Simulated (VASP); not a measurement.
# InGa3As4 (P-4m2) in VASP: relaxation of cell and atoms with PBE

Aim: the relaxation of cell and atoms of InGa3As4 with PBE.

Program: VASP 6.6.1. These are calculated values, not measurements. Logs are shortened: lines on timing, memory, paths and dates and some standing lists are left out, and cuts for length are marked.

## Step 1: The cell of the first run

The structure is tetragonal, space group P-4m2 (No. 115). The conventional cell has a = 4.134 Å, b = 4.134 Å, c = 11.761 Å, α = 90.00°, β = 90.00°, γ = 90.00°. Within 3.5 Å of In (site symmetry -4m2) lie 4 As at 2.64 Å. Within 3.3 Å of Ga (site symmetry 2mm) lie 4 As at 2.50 to 2.51 Å. Ga (site symmetry -4m2) has 4 As at 2.51 Å within 3.3 Å. Within 3.3 Å of As (site symmetry 2mm) lie 4 Ga at 2.51 Å. As (site symmetry 2mm) has 2 Ga at 2.50 Å and 2 In at 2.64 Å within 3.3 Å.

## Step 2: Relaxation of cell and atoms, PBE

INCAR

```
SYSTEM = InGa3As4
  PREC = Accurate
  ENCUT = 600
  EDIFF = 1E-7
  ISMEAR = 0
  SIGMA = 0.1
  LREAL = .False.
  LASPH = .True.
  NELM = 60
  ALGO = Fast
  ISIF = 3
  LWAVE = .False.
  LCHARG = .False.
  GGA = PE
  IBRION = 2
  NSW = 100
  EDIFFG = -0.01
```

KPOINTS

```
regular mesh
0
Gamma
  10 10 4
  0 0 0
```

POSCAR

```
InGa3As4
1.0
    4.1340901000      0.0000000000      0.0000000000
    0.0000000000      4.1340901000      0.0000000000
    0.0000000000      0.0000000000     11.7605484000
In Ga As
1 3 4
Direct
    0.0000000000      0.0000000000      0.0000000000
    0.5000000000      0.5000000000      0.2590530000
    0.0000000000      0.0000000000      0.5000000000
    0.5000000000      0.5000000000      0.7409470000
    0.5000000000      0.0000000000      0.3795890000
    0.0000000000      0.5000000000      0.6204110000
    0.5000000000      0.0000000000      0.8602910000
    0.0000000000      0.5000000000      0.1397090000
```

Potentials or basis: VASP PAW PBE potentials, release 64 (In_d, Ga_d, As).

Launch:

```console
> cat potpaw_PBE.64/In_d/POTCAR potpaw_PBE.64/Ga_d/POTCAR potpaw_PBE.64/As/POTCAR > POTCAR
> mpirun -np 1 vasp_std > vasp.out
```

OUTCAR:

```text
SYSTEM = InGa3As4
   PREC = Accurate
   ENCUT = 600
   EDIFF = 1E-7
   ISMEAR = 0
   LREAL = .False.
   LASPH = .True.
   NELM = 60
   ISIF = 3
   GGA = PE
   IBRION = 2
   NSW = 100
   EDIFFG = -0.01

 ion  position               nearest neighbor table
   1  0.000  0.000  0.000-   7 2.64   8 2.64   8 2.64   7 2.64
   2  0.500  0.500  0.259-   8 2.50   8 2.50   5 2.51   5 2.51
   3  0.000  0.000  0.500-   5 2.51   6 2.51   6 2.51   5 2.51
   4  0.500  0.500  0.741-   7 2.50   7 2.50   6 2.51   6 2.51
   5  0.500  0.000  0.380-   3 2.51   3 2.51   2 2.51   2 2.51
   6  0.000  0.500  0.620-   3 2.51   3 2.51   4 2.51   4 2.51
   7  0.500  0.000  0.860-   4 2.50   4 2.50   1 2.64   1 2.64
   8  0.000  0.500  0.140-   2 2.50   2 2.50   1 2.64   1 2.64

  LATTYP: Found a simple tetragonal cell.
 ALAT       =     4.1340901000
 C/A-ratio  =     2.8447731219

  Lattice vectors:

 A1 = (   4.1340901000,   0.0000000000,   0.0000000000)
 A2 = (   0.0000000000,   4.1340901000,   0.0000000000)
 A3 = (   0.0000000000,   0.0000000000,  11.7605484000)

Analysis of symmetry for initial positions (statically):
=====================================================================
 Subroutine PRICEL returns:
 Original cell was already a primitive cell.

 Routine SETGRP: Setting up the symmetry group for a
 simple tetragonal supercell.

 Subroutine GETGRP returns: Found  8 space group operations
 (whereof  8 operations were pure point group operations)
 out of a pool of 16 trial point group operations.

The static configuration has the point symmetry D_2d.

Analysis of symmetry for dynamics (positions and initial velocities):
=====================================================================
 Subroutine PRICEL returns:
 Original cell was already a primitive cell.

 Routine SETGRP: Setting up the symmetry group for a
 simple tetragonal supercell.

 Subroutine GETGRP returns: Found  8 space group operations
 (whereof  8 operations were pure point group operations)
 out of a pool of 16 trial point group operations.

The dynamic configuration has the point symmetry D_2d.

 Subroutine INISYM returns: Found  8 space group operations
 (whereof  8 operations are pure point group operations),
 and found     1 'primitive' translations

----------------------------------------------------------------------------------------

                                     Primitive cell

  volume of cell :     200.9960

  direct lattice vectors                    reciprocal lattice vectors
     4.134090100  0.000000000  0.000000000     0.241891196  0.000000000  0.000000000
     0.000000000  4.134090100  0.000000000     0.000000000  0.241891196  0.000000000
     0.000000000  0.000000000 11.760548400     0.000000000  0.000000000  0.085030048

  length of vectors
     4.134090100  4.134090100 11.760548400     0.241891196  0.241891196  0.085030048

  position of ions in fractional coordinates (direct lattice)
     0.000000000  0.000000000  0.000000000
     0.500000000  0.500000000  0.259053000
     0.000000000  0.000000000  0.500000000
     0.500000000  0.500000000  0.740947000
     0.500000000  0.000000000  0.379589000
     0.000000000  0.500000000  0.620411000
     0.500000000  0.000000000  0.860291000
     0.000000000  0.500000000  0.139709000

  ion indices of the primitive-cell ions
   primitive index   ion index
                 1           1
                 2           2
                 3           3
                 4           4
                 5           5
                 6           6
                 7           7
                 8           8

----------------------------------------------------------------------------------------

 KPOINTS: regular mesh

Automatic generation of k-mesh.
 Grid dimensions read from file:
 generate k-points for:   10   10    4

 Generating k-lattice:

  Cartesian coordinates                     Fractional coordinates (reciprocal lattice)
     0.024189120  0.000000000  0.000000000     0.100000000  0.000000000  0.000000000
     0.000000000  0.024189120  0.000000000     0.000000000  0.100000000  0.000000000
     0.000000000  0.000000000  0.021257512     0.000000000  0.000000000  0.250000000

  Length of vectors
[... 43 lines left out ...]
   NGX,Y,Z   is equivalent  to a cutoff of  14.48, 14.48, 13.57 a.u.
   NGXF,Y,Z  is equivalent  to a cutoff of  28.95, 28.95, 27.14 a.u.
 SYSTEM =  InGa3As4
   PREC   = accura    normal or accurate (medium, high low for compatibility)
   ISTART =      0    job   : 0-new  1-cont  2-samecut
   ICHARG =      2    charge: 1-file 2-atom 10-const
   ISPIN  =      1    spin polarized calculation?
   LNONCOLLINEAR =      F non collinear calculations
   LSORBIT =      F    spin-orbit coupling
   LASPH  =      T    aspherical Exc in radial PAW
   ENCUT  =  600.0 eV  44.10 Ry    6.64 a.u.   8.26  8.26 23.49*2*pi/ulx,y,z
   NELM   =     60;   NELMIN=  2; NELMDL= -5     # of ELM steps
   EDIFF  = 0.1E-06   stopping-criterion for ELM
   LREAL  =      F    real-space projection
   EDIFFG = -.1E-01   stopping-criterion for IOM
   NSW    =    100    number of steps for IOM
   IBRION =      2    ionic relax: 0-MD 1-quasi-New 2-CG
   NFREE  =      1    steps in history (QN), initial steepest desc. (CG)
   ISIF   =      3    stress and relaxation
   ISYM   =      2    0-nonsym 1-usesym 2-fastsym
   POTIM  = 0.5000    time-step for ionic-motion
   TEBEG  =    0.0;   TEEND  =   0.0 temperature during run
   PSTRESS=    0.0 pullay stress
   NELECT =      72.0000    total number of electrons
   NUPDOWN=      -1.0000    fix difference up-down
   EMIN   =  10.00;   EMAX   =-10.00  energy-range for DOS
   EFERMI =   0.00;   METHOD = LEGACY
   ISMEAR =     0;   SIGMA  =   0.10  broadening in eV -4-tet -1-fermi 0-gaus
   EFERMI_NEDOS =   21; number of points for ismear=-14 and -15
   IALGO  =     68    algorithm
   IMIX   =      4    mixing-type and parameters
     AMIX     =   0.40;   BMIX     =  1.00
     AMIX_MAG =   1.60;   BMIX_MAG =  1.00
  volume/ion in A,a.u.               =      25.12       169.55
  Fermi-wavevector in a.u.,A,eV,Ry     =   1.162670  2.197128 18.392380  1.351802
  Thomas-Fermi vector in A             =   2.299229
   LORBIT       =      0    0 simple, 1 ext, 2 COOP (PROOUT), +10 PAW based schemes
   GGA     = PE    functional components
   LHFCALC =     F    Hartree Fock is set to
   AEXX    =    0.0000 exact exchange contribution
   IVDW    =     0    specifies the selected vdW correction
   LEPSILON=     F    determine dielectric tensor
   LRPA    =     F    only Hartree local field effects (RPA)
 conjugate gradient relaxation of ions
 non-spin polarized calculation
 RMM-DIIS sequential band-by-band and
 Gauss-broadening in eV      SIGMA  =   0.10
  energy-cutoff  :      600.00
  volume of cell :      201.00
 maximum number of plane-waves:      6755
 NGX is ok and might be reduce to    36
   NGX = 17   NGY = 17   NGZ = 47

--------------------------------------- Ionic step        1  -------------------------------------------

 number of electron      71.9999982 magnetization

 Free energy of the ion-electron system (eV)
  ---------------------------------------------------
  ext. energy  EPLUGINS =         0.00000000
  ---------------------------------------------------
  free energy    TOTEN  =       -32.43029771 eV

  energy without entropy =      -32.42974680  energy(sigma->0) =      -32.43002226

------------------------ aborting loop because EDIFF is reached ----------------------------------------

  FORCE on cell =-STRESS in cart. coord.  units (eV):
  Direction    XX          YY          ZZ          XY          YZ          ZX
  --------------------------------------------------------------------------------------
  -------------------------------------------------------------------------------------
  Total        0.1708019      0.1708019      0.1745500      0.0000000      0.0000000      0.0000000
  in kB        1.3614942      1.3614942      1.3913708      0.0000000      0.0000000      0.0000000
  external PRESSURE =       1.3714530 kB  Pullay stress =       0.0000000 kB

 VOLUME and BASIS-vectors are now :
 -----------------------------------------------------------------------------
  energy-cutoff  :      600.00
  volume of cell :      201.00
      direct lattice vectors                 reciprocal lattice vectors
     4.134090100  0.000000000  0.000000000     0.241891196  0.000000000  0.000000000
     0.000000000  4.134090100  0.000000000     0.000000000  0.241891196  0.000000000
     0.000000000  0.000000000 11.760548400     0.000000000  0.000000000  0.085030048

 POSITION                                       TOTAL-FORCE (eV/Angst)
 -----------------------------------------------------------------------------------
      0.00000      0.00000      0.00000        -0.000000      0.000000      0.000000
      2.06705      2.06705      3.04661        -0.000000      0.000000      0.000085
      0.00000      0.00000      5.88027        -0.000000      0.000000      0.000000
      2.06705      2.06705      8.71394         0.000000      0.000000     -0.000085
      2.06705      0.00000      4.46417        -0.000000      0.000000      0.000388
      0.00000      2.06705      7.29637        -0.000000      0.000000     -0.000388
      2.06705      0.00000     10.11749        -0.000000     -0.000000      0.008557
      0.00000      2.06705      1.64305        -0.000000      0.000000     -0.008557
 -----------------------------------------------------------------------------------
    total drift:                                0.000000      0.000000      0.000000

  FREE ENERGIE OF THE ION-ELECTRON SYSTEM (eV)
  ---------------------------------------------------
  free  energy   TOTEN  =       -32.4302977109 eV

  energy  without entropy=      -32.4297468023  energy(sigma->0) =      -32.43002226

--------------------------------------- Ionic step        2  -------------------------------------------

 number of electron      71.9999980 magnetization

 Free energy of the ion-electron system (eV)
  ---------------------------------------------------
  ext. energy  EPLUGINS =         0.00000000
  ---------------------------------------------------
  free energy    TOTEN  =       -32.43041196 eV

  energy without entropy =      -32.42986111  energy(sigma->0) =      -32.43013653

 E-fermi :   3.6830     XC(G=0):  -9.2088

 val. band max:        3.6329473517   @ k =   0.0000   0.0000   0.0000
 cond. band min:       4.2867920012   @ k =   0.5000   0.0000   0.0000
 fundamental gap:      0.6538446495
 Fermi energy:         3.6830372852

 k-point     1 :       0.0000    0.0000    0.0000
  band No.  band energies     occupation
      1     -11.2071      2.00000
      2     -11.1846      2.00000
      3     -11.1417      2.00000
      4     -11.1312      2.00000
      5     -11.1312      2.00000
      6     -11.1222      2.00000
[... 1093 lines left out ...]
     42       7.3816      0.00000
     43       7.7687      0.00000

 [... further k-points ...]

------------------------ aborting loop because EDIFF is reached ----------------------------------------

  FORCE on cell =-STRESS in cart. coord.  units (eV):
  Direction    XX          YY          ZZ          XY          YZ          ZX
  --------------------------------------------------------------------------------------
  -------------------------------------------------------------------------------------
  Total       -0.0749675     -0.0749675     -0.0753852      0.0000000      0.0000000      0.0000000
  in kB       -0.5957240     -0.5957240     -0.5990430      0.0000000      0.0000000      0.0000000
  external PRESSURE =      -0.5968304 kB  Pullay stress =       0.0000000 kB

 VOLUME and BASIS-vectors are now :
 -----------------------------------------------------------------------------
  energy-cutoff  :      600.00
  volume of cell :      201.62
      direct lattice vectors                 reciprocal lattice vectors
     4.138348180  0.000000000  0.000000000     0.241642307  0.000000000 -0.000000000
     0.000000000  4.138348180  0.000000000     0.000000000  0.241642307  0.000000000
     0.000000000  0.000000000 11.772927485     0.000000000  0.000000000  0.084940640

 POSITION                                       TOTAL-FORCE (eV/Angst)
 -----------------------------------------------------------------------------------
      4.13835      0.00000      0.00000        -0.000000      0.000000     -0.000000
      2.06917      2.06917      3.04982        -0.000000     -0.000000     -0.001803
      4.13835      0.00000      5.88646        -0.000000      0.000000     -0.000000
      2.06917      2.06917      8.72311         0.000000      0.000000      0.001803
      2.06917      0.00000      4.46889         0.000000      0.000000      0.000108
      4.13835      2.06917      7.30403        -0.000000      0.000000     -0.000108
      2.06917      4.13835     10.12856         0.000000      0.000000      0.006496
      4.13835      2.06917      1.64437        -0.000000     -0.000000     -0.006496
 -----------------------------------------------------------------------------------
    total drift:                                0.000000      0.000000      0.000000

  FREE ENERGIE OF THE ION-ELECTRON SYSTEM (eV)
  ---------------------------------------------------
  free  energy   TOTEN  =       -32.4304119558 eV

  energy  without entropy=      -32.4298611088  energy(sigma->0) =      -32.43013653

 reached required accuracy - stopping structural energy minimisation
```

Run time: 22 min. Hardware: 1 thread of Oxide Virtual Turin-like, shared host; peak memory 0.76 GiB.

Results:

```yaml
Free_energy: -32.4304 eV
Relaxed_volume: 25.20 Å³/atom
Relaxed_cell: a = 4.138 Å, b = 4.138 Å, c = 11.773 Å, α = 90.00°, β = 90.00°, γ = 90.00°
Space_group_after_relaxing_to_0.1_Å: P-4m2 (No. 115)
Energy_gained_by_relaxing: 0.0 meV/atom
Ionic_steps: 2
Pressure_after_relaxing: -0.1 GPa
Largest_force_after_relaxing: 0.006 eV/Å
Band_gap_on_the_k_mesh: zero (filled and empty bands touch)
```

Forces on the atoms (eV/Å):
```
In   0.000  0.000  0.000
Ga   0.000  0.000 -0.002
Ga   0.000  0.000  0.000
Ga   0.000  0.000  0.002
As   0.000  0.000  0.000
As   0.000  0.000  0.000
As   0.000  0.000  0.006
As   0.000  0.000 -0.006
```

Step by step:
```csv
step,energy change (eV),largest force (eV/Å),pressure (GPa),volume (Å³)
1,0.0000,0.0086,0.14,201.00
2,-0.0001,0.0065,-0.06,201.62
```

Final structure:
```
In Ga As
1.0
     4.13835    0.00000    0.00000
     0.00000    4.13835    0.00000
     0.00000    0.00000   11.77293
In Ga As
1 3 4
Direct
  0.00000 0.00000 0.00000
  0.50000 0.50000 0.25905
  0.00000 0.00000 0.50000
  0.50000 0.50000 0.74095
  0.50000 0.00000 0.37959
  0.00000 0.50000 0.62041
  0.50000 0.00000 0.86033
  0.00000 0.50000 0.13967
```

Caveat: semilocal functionals underestimate gaps, so a narrow gap can read as zero; spin-orbit coupling is left out, which moves the levels of the heavy elements.
